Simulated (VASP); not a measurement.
MnO: single point with PBEsol

MnO:

```
Mn O
1.0
     0.00000    2.21201    2.21201
     2.21201    0.00000    2.21201
     2.21201    2.21201    0.00000
Mn O
1 1
Cartesian
  0.0000 0.0000 0.0000
  2.2120 2.2120 2.2120
```

This cell differs from its parent crystal: volume scaled by 1.06.

```
Program             : VASP 6.6.1
Task                : single point
Functional          : PBEsol
Potentials or basis : VASP PAW PBE potentials, release 64 (Mn_pv, O)
Cutoff              : 520 eV
k mesh              : 16 × 16 × 16
Occupations         : gaussian, width 0.1 eV
Spin                : collinear spin, ferromagnetic start
Starting moments    : [4.2, 0.23] μB
```

```json
{
 "Pressure": "-6.2 GPa",
 "Net moment": "4.69 μB per cell",
 "Site moments": "Mn +4.26; O +0.19 μB",
 "Valence electrons inside the program's atomic spheres": "Mn 11.38; O 4.95"
}
```

Levels at points of the mesh, in eV from the Fermi level:
Spin up:
```
           k point  band 10  band 11  band 12  band 13  band 14  band 15
(0.00, 0.00, 0.00)    -3.23    -2.69    -2.69    -0.54    13.82    16.30
(0.50, 0.00, 0.00)    -1.85     0.26     0.26     3.37     7.78    11.82
(0.50, 0.50, 0.00)    -2.00    -2.00    -1.87     5.01     7.79    10.36
```
Spin down:
```
           k point  band 4  band 5  band 6  band 7  band 8  band 9  band 10  band 11
(0.00, 0.00, 0.00)  -19.91   -3.45   -3.45   -3.45    0.62    0.62     0.62     0.73
(0.50, 0.00, 0.00)  -18.90   -7.57   -4.99   -4.99    1.85    1.89     1.89     3.62
(0.50, 0.50, 0.00)  -18.94   -6.59   -4.45   -4.45   -1.01    1.89     2.12     2.34
```

Run time: 75 s on 1 thread of AMD EPYC 9R14 (Zen 4) (shared host), peak memory 0.18 GiB.

Caveat: the PAW data sets were made with another functional, which shifts forces and pressure a little; a cell with one magnetic atom can't hold antiferromagnetic order, which such compounds often take; semilocal functionals often make such compounds metallic where correlation or magnetic order opens a gap, which also shifts bond lengths.
